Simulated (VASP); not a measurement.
# Cd (R-3m) in VASP: relaxation of cell and atoms with PBE

Aim: the relaxation of cell and atoms of Cd with PBE.

All numbers are computed with VASP 6.6.1; they aren't measurements. Logs are shortened: lines on timing, memory, paths and dates and some standing lists are left out, and cuts for length are marked.

### Step 1. The cell of the first run

The structure is trigonal, space group R-3m (No. 166). The conventional cell has a = 3.216 Å, b = 3.216 Å, c = 7.348 Å, α = 90.00°, β = 90.00°, γ = 120.00°. Cd (site symmetry -3m) has 12 Cd at 3.07 to 3.22 Å within 4.0 Å.

### Step 2. Relaxation of cell and atoms, PBE

INCAR

```
PREC = Accurate
ENCUT = 540
EDIFF = 1E-7
ISMEAR = 0
SIGMA = 0.1
LREAL = False
LASPH = True
NELM = 120
ALGO = Normal
ISIF = 3
LWAVE = False
LCHARG = False
GGA = PE
IBRION = 2
NSW = 100
EDIFFG = -0.005
GGA_COMPAT = False
NELMIN = 4
```

KPOINTS

```
regular mesh
0
Gamma
  18 18 18
```

POSCAR

```
Cd
1.0
    1.6080291515      0.9283960635      2.4492874100
   -1.6080291515      0.9283960635      2.4492874100
    0.0000000000     -1.8567921270      2.4492874100
Cd
1
Direct
    0.0000000000      0.0000000000      0.0000000000
```

Potentials or basis: VASP PAW PBE potentials, release 64 (Cd_sv_GW).

The run is started by

```bash
$ cat potpaw_PBE.64/Cd_sv_GW/POTCAR > POTCAR
$ mpirun -np 1 vasp_std > vasp.out
```

OUTCAR:

```text
PREC = Accurate
   ENCUT = 540
   EDIFF = 1E-7
   ISMEAR = 0
   LREAL = False
   LASPH = True
   NELM = 120
   ISIF = 3
   GGA = PE
   IBRION = 2
   NSW = 100
   EDIFFG = -0.005
   NELMIN = 4

 ion  position               nearest neighbor table
   1  0.000  0.000  0.000-

  LATTYP: Found a trigonal (rhomboedric) cell.
 ALAT       =     3.0735461310
 COS(alpha) =     0.4525576903

  Lattice vectors:

 A1 = (   1.6080291515,   0.9283960635,   2.4492874100)
 A2 = (  -1.6080291515,   0.9283960635,   2.4492874100)
 A3 = (   0.0000000000,  -1.8567921270,   2.4492874100)

Analysis of symmetry for initial positions (statically):
=====================================================================
 Subroutine PRICEL returns:
 Original cell was already a primitive cell.

 Routine SETGRP: Setting up the symmetry group for a
 trigonal (rhombohedral) supercell.

 Subroutine GETGRP returns: Found 12 space group operations
 (whereof 12 operations were pure point group operations)
 out of a pool of 12 trial point group operations.

The static configuration has the point symmetry D_3d.

Analysis of symmetry for dynamics (positions and initial velocities):
=====================================================================
 Subroutine PRICEL returns:
 Original cell was already a primitive cell.

 Routine SETGRP: Setting up the symmetry group for a
 trigonal (rhombohedral) supercell.

 Subroutine GETGRP returns: Found 12 space group operations
 (whereof 12 operations were pure point group operations)
 out of a pool of 12 trial point group operations.

The dynamic configuration has the point symmetry D_3d.

 Subroutine INISYM returns: Found 12 space group operations
 (whereof 12 operations are pure point group operations),
 and found     1 'primitive' translations

----------------------------------------------------------------------------------------

                                     Primitive cell

  volume of cell :      21.9391

  direct lattice vectors                    reciprocal lattice vectors
     1.608029152  0.928396064  2.449287410     0.310939637  0.179521083  0.136094005
    -1.608029152  0.928396064  2.449287410    -0.310939637  0.179521083  0.136094005
     0.000000000 -1.856792127  2.449287410     0.000000000 -0.359042166  0.136094005

  length of vectors
     3.073546131  3.073546131  3.073546131     0.383969862  0.383969862  0.383969862

  position of ions in fractional coordinates (direct lattice)
     0.000000000  0.000000000  0.000000000

  ion indices of the primitive-cell ions
   primitive index   ion index
                 1           1

----------------------------------------------------------------------------------------

 KPOINTS: regular mesh

Automatic generation of k-mesh.
 Grid dimensions read from file:
 generate k-points for:   18   18   18

 Generating k-lattice:

  Cartesian coordinates                     Fractional coordinates (reciprocal lattice)
     0.017274424  0.009973393  0.007560778     0.055555556  0.000000000  0.000000000
    -0.017274424  0.009973393  0.007560778     0.000000000  0.055555556  0.000000000
     0.000000000 -0.019946787  0.007560778     0.000000000  0.000000000  0.055555556

  Length of vectors
     0.021331659  0.021331659  0.021331659

  Shift w.r.t. Gamma in fractional coordinates (k-lattice)
     0.000000000  0.000000000  0.000000000

 Subroutine IBZKPT returns following result:
 ===========================================

 Found    580 irreducible k-points:

 Following reciprocal coordinates:
            Coordinates               Weight
  0.000000  0.000000  0.000000      1.000000
  0.055556 -0.000000  0.000000      6.000000
  0.111111 -0.000000  0.000000      6.000000
  0.166667 -0.000000  0.000000      6.000000
  0.222222 -0.000000  0.000000      6.000000
  0.277778  0.000000  0.000000      6.000000
[... 16 lines left out ...]
 -0.277778  0.055556 -0.000000     12.000000
 -0.222222  0.055556  0.000000     12.000000
 [... further k-points ...]
   k-points           NKPTS =    580   k-points in BZ     NKDIM =    580   number of bands    NBANDS=     14
   number of dos      NEDOS =    301   number of ions     NIONS =      1
   total plane-waves  NPLWV =  13824
   dimension x,y,z NGX =    24 NGY =   24 NGZ =   24
   dimension x,y,z NGXF=    48 NGYF=   48 NGZF=   48
   ions per type =               1
   NGX,Y,Z   is equivalent  to a cutoff of  12.98, 12.98, 12.98 a.u.
   NGXF,Y,Z  is equivalent  to a cutoff of  25.96, 25.96, 25.96 a.u.
 SYSTEM =  unknown system
   PREC   = accura    normal or accurate (medium, high low for compatibility)
   ISTART =      0    job   : 0-new  1-cont  2-samecut
   ICHARG =      2    charge: 1-file 2-atom 10-const
   ISPIN  =      1    spin polarized calculation?
   LNONCOLLINEAR =      F non collinear calculations
   LSORBIT =      F    spin-orbit coupling
   LASPH  =      T    aspherical Exc in radial PAW
   ENCUT  =  540.0 eV  39.69 Ry    6.30 a.u.   5.82  5.82  5.82*2*pi/ulx,y,z
   NELM   =    120;   NELMIN=  4; NELMDL= -5     # of ELM steps
   EDIFF  = 0.1E-06   stopping-criterion for ELM
   LREAL  =      F    real-space projection
   EDIFFG = -.5E-02   stopping-criterion for IOM
   NSW    =    100    number of steps for IOM
   IBRION =      2    ionic relax: 0-MD 1-quasi-New 2-CG
   NFREE  =      1    steps in history (QN), initial steepest desc. (CG)
   ISIF   =      3    stress and relaxation
   ISYM   =      2    0-nonsym 1-usesym 2-fastsym
   POTIM  = 0.5000    time-step for ionic-motion
   TEBEG  =    0.0;   TEEND  =   0.0 temperature during run
   PSTRESS=    0.0 pullay stress
   NELECT =      20.0000    total number of electrons
   NUPDOWN=      -1.0000    fix difference up-down
   EMIN   =  10.00;   EMAX   =-10.00  energy-range for DOS
   EFERMI =   0.00;   METHOD = LEGACY
   ISMEAR =     0;   SIGMA  =   0.10  broadening in eV -4-tet -1-fermi 0-gaus
   EFERMI_NEDOS =   21; number of points for ismear=-14 and -15
   IALGO  =     38    algorithm
   IMIX   =      4    mixing-type and parameters
     AMIX     =   0.40;   BMIX     =  1.00
     AMIX_MAG =   1.60;   BMIX_MAG =  1.00
  volume/ion in A,a.u.               =      21.94       148.05
  Fermi-wavevector in a.u.,A,eV,Ry     =   1.587372  2.999698 34.283285  2.519750
  Thomas-Fermi vector in A             =   2.686540
   LORBIT       =      0    0 simple, 1 ext, 2 COOP (PROOUT), +10 PAW based schemes
   GGA     = PE    functional components
   LHFCALC =     F    Hartree Fock is set to
   AEXX    =    0.0000 exact exchange contribution
   IVDW    =     0    specifies the selected vdW correction
   LEPSILON=     F    determine dielectric tensor
   LRPA    =     F    only Hartree local field effects (RPA)
 conjugate gradient relaxation of ions
 non-spin polarized calculation
 Gauss-broadening in eV      SIGMA  =   0.10
  energy-cutoff  :      540.00
  volume of cell :       21.94
 maximum number of plane-waves:       640
   NGX = 11   NGY = 11   NGZ = 11

--------------------------------------- Ionic step        1  -------------------------------------------

 number of electron      20.0000013 magnetization

 Free energy of the ion-electron system (eV)
  ---------------------------------------------------
  ext. energy  EPLUGINS =         0.00000000
  ---------------------------------------------------
  free energy    TOTEN  =        -0.78062746 eV

  energy without entropy =       -0.77884502  energy(sigma->0) =       -0.77973624

------------------------ aborting loop because EDIFF is reached ----------------------------------------

  FORCE on cell =-STRESS in cart. coord.  units (eV):
  Direction    XX          YY          ZZ          XY          YZ          ZX
  --------------------------------------------------------------------------------------
  -------------------------------------------------------------------------------------
  Total       -0.0378109     -0.0378109     -0.0301492      0.0000000     -0.0000000      0.0000000
  in kB       -2.7612701     -2.7612701     -2.2017507      0.0000000     -0.0000000      0.0000000
  external PRESSURE =      -2.5747636 kB  Pullay stress =       0.0000000 kB
[... 160 lines left out ...]
  energy  without entropy=       -0.7789284867  energy(sigma->0) =       -0.77981783

--------------------------------------- Ionic step        6  -------------------------------------------

 number of electron      20.0000011 magnetization

 Free energy of the ion-electron system (eV)
  ---------------------------------------------------
  ext. energy  EPLUGINS =         0.00000000
  ---------------------------------------------------
  free energy    TOTEN  =        -0.78071425 eV

  energy without entropy =       -0.77893599  energy(sigma->0) =       -0.77982512

 E-fermi :   6.3209     XC(G=0): -11.2391

 val. band max:        6.3078603832   @ k =  -0.2222   0.5000   0.1667
 cond. band min:       6.3262381002   @ k =  -0.3889   0.4444   0.0556
 fundamental gap:      0.0183777170
 Fermi energy:         6.3208616243

 k-point     1 :       0.0000    0.0000    0.0000
  band No.  band energies     occupation
      1     -96.6628      2.00000
      2     -57.6919      2.00000
      3     -57.6919      2.00000
      4     -57.6862      2.00000
      5      -2.8772      2.00000
      6      -2.8772      2.00000
      7      -2.6743      2.00000
      8      -2.4127      2.00000
      9      -2.3156      2.00000
     10      -2.3156      2.00000
     11      19.2419      0.00000
     12      20.3048      0.00000
     13      20.3048      0.00000
     14      22.8556      0.00000
[... 375 lines left out ...]
 k-point    24 :      -0.2222    0.0556    0.0000
  band No.  band energies     occupation
      1     -96.6617      2.00000
      2     -57.7066      2.00000
      3     -57.6948      2.00000
      4     -57.6899      2.00000
      5      -3.0328      2.00000
      6      -2.8183      2.00000
      7      -2.5651      2.00000
      8      -2.3015      2.00000
      9      -2.2470      2.00000
     10      -0.7658      2.00000
     11      12.5950      0.00000
     12      17.6111      0.00000
     13      20.1759      0.00000
     14      22.1549      0.00000

 [... further k-points ...]

------------------------ aborting loop because EDIFF is reached ----------------------------------------

  FORCE on cell =-STRESS in cart. coord.  units (eV):
  Direction    XX          YY          ZZ          XY          YZ          ZX
  --------------------------------------------------------------------------------------
  -------------------------------------------------------------------------------------
  Total       -0.0006538     -0.0006538      0.0043522     -0.0000000      0.0000000     -0.0000000
  in kB       -0.0479612     -0.0479612      0.3192863     -0.0000000      0.0000000     -0.0000000
  external PRESSURE =       0.0744546 kB  Pullay stress =       0.0000000 kB
[... 16 lines left out ...]
  FREE ENERGIE OF THE ION-ELECTRON SYSTEM (eV)
  ---------------------------------------------------
  free  energy   TOTEN  =        -0.7807142518 eV

  energy  without entropy=       -0.7789359853  energy(sigma->0) =       -0.77982512

 reached required accuracy - stopping structural energy minimisation
```

It took 4.8 min on 1 thread of Intel Xeon Platinum 8488C (Sapphire Rapids), shared host; peak memory 0.36 GiB.

What came out:

```
Free energy                           : -0.7807 eV
Relaxed volume                        : 21.84 Å³/atom
Relaxed cell                          : a = 3.071 Å, b = 3.071 Å, c = 3.071 Å, α = 62.99°, β = 62.99°, γ = 62.99°
Space group after relaxing (to 0.1 Å) : R-3m (No. 166)
Energy gained by relaxing             : 0.1 meV/atom
Ionic steps                           : 6
Pressure after relaxing               : 0.0 GPa
Band gap on the k mesh                : zero (bands 10 and 11 overlap by 3.35 eV)
```

Final structure:
```
CELL_PARAMETERS angstrom
1.60439 0.92629 2.44924
-1.60439 0.92629 2.44924
0.00000 -1.85259 2.44924
ATOMIC_POSITIONS crystal
Cd 0.00000 0.00000 0.00000
```

Levels at points of the mesh, in eV from the Fermi level:
| k point | band 6 | band 7 | band 8 | band 9 | band 10 | band 11 | band 12 | band 13 | band 14 |
| --- | --- | --- | --- | --- | --- | --- | --- | --- | --- |
| (0.00, 0.00, 0.00) | -9.20 | -9.00 | -8.73 | -8.64 | -8.64 | 12.92 | 13.98 | 13.98 | 16.53 |
| (0.50, 0.00, 0.00) | -9.23 | -8.97 | -8.36 | -8.24 | -2.40 | -1.55 | 12.23 | 12.36 | 13.62 |
| (0.50, 0.50, 0.00) | -9.67 | -8.33 | -8.19 | -8.15 | -0.77 | 1.43 | 6.03 | 7.47 | 10.40 |
| (0.50, 0.50, 0.50) | -9.12 | -9.12 | -8.23 | -8.23 | -1.92 | -0.44 | 11.42 | 11.42 | 11.94 |
